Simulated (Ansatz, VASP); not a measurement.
## Sn3H2 in VASP and in Ansatz

```
Sn H
1.0
     1.79838    1.03829    8.27747
    -1.79838    1.03829    8.27747
     0.00000   -2.07659    8.27747
Sn H
3 2
Direct
  0.00000 0.00000 0.00000
  0.22282 0.22282 0.22282
  0.77718 0.77718 0.77718
  0.41500 0.41500 0.41500
  0.58500 0.58500 0.58500
```

Alike in both runs: functional PBE; k mesh 6 × 6 × 6; occupations gaussian, width 0.1 eV; no spin polarisation.

Ansatz relaxed the structure, and its values are those at the end. VASP's run is a single point on that final structure, the one shown.

```csv
,VASP,Ansatz
version,VASP 6.6.1,Ansatz 0.2.0
potentials or method,"VASP PAW PBE potentials, release 64 (Sn_d, H), cutoff 520 eV","scalar-relativistic, plane waves, PAW"
valence electrons in the cell,44,44
```

|  | VASP | Ansatz | Ansatz less VASP |
| --- | --- | --- | --- |
| gap on the k mesh at the Fermi level (eV) | none | none | - |
| pressure (GPa) | 0.0 | 0.1 | +0.09 |
| rms of the force components (eV/Å) | 0.016 | 0.016 | +0.0004 |

A gap of «none» marks a metal or a gap that the smearing closes.
